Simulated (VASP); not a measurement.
Write the native input for VASP 6.6.1 that does the following.

```
Task                   : single point
Functional             : PBE
Potentials or basis    : VASP PAW PBE potentials, release 64 (Rh_pv)
Cutoff                 : 520 eV
k mesh                 : 13 × 13 × 1
Occupations            : fermi-dirac, width 0.05 eV
Spin                   : no spin polarisation
Dipole correction      : yes
Electric field (eV/Å)  : -0.1 eV/Å
Further INCAR settings : ALGO = Normal; EDIFF = 1e-07; NBANDS = 30; EFIELD = -0.1
```

The structure of Rh lies in POSCAR:

```
Rh
1.0
    2.7085099833      0.0000000000      0.0000000000
    0.0000000000      2.7085099833      0.0000000000
    0.0000000000      0.0000000000     19.8304000000
Rh
3
Direct
    0.0000000000      0.0000000000      0.4072414054
    0.5000000000      0.5000000000      0.4999999980
    0.0000000000      0.0000000000      0.5927585965
```

These files were run (other wordings do the same):

INCAR

```
  PREC = Accurate
  ENCUT = 520
  EDIFF = 1E-7
  ISMEAR = -1
  SIGMA = 0.05
  LREAL = F
  LASPH = T
  NELM = 100
  ALGO = Normal
  ISIF = 2
  LWAVE = F
  LCHARG = F
  LDIPOL = T
  IDIPOL = 3
  DIPOL = 0.5 0.5 0.500
  GGA = PE
  NBANDS = 30
  EFIELD = -0.1
```

KPOINTS

```
regular mesh
0
Gamma
  13 13 1
```

Potentials or basis: VASP PAW PBE potentials, release 64 (Rh_pv).

Command:

```bash
$ cat potpaw_PBE.64/Rh_pv/POTCAR > POTCAR
$ mpirun -np 1 vasp_std > vasp.out
```

Results of the run:

```yaml
Largest_force: 0.008 eV/Å
Band_gap_on_the_k_mesh: zero (an odd number of electrons rules out a gap without spin polarisation)
```

Run time: 86 s on 1 thread of AMD EPYC 9R45 96-Core Processor (Zen 5), with other jobs on the host, peak memory 0.24 GiB.
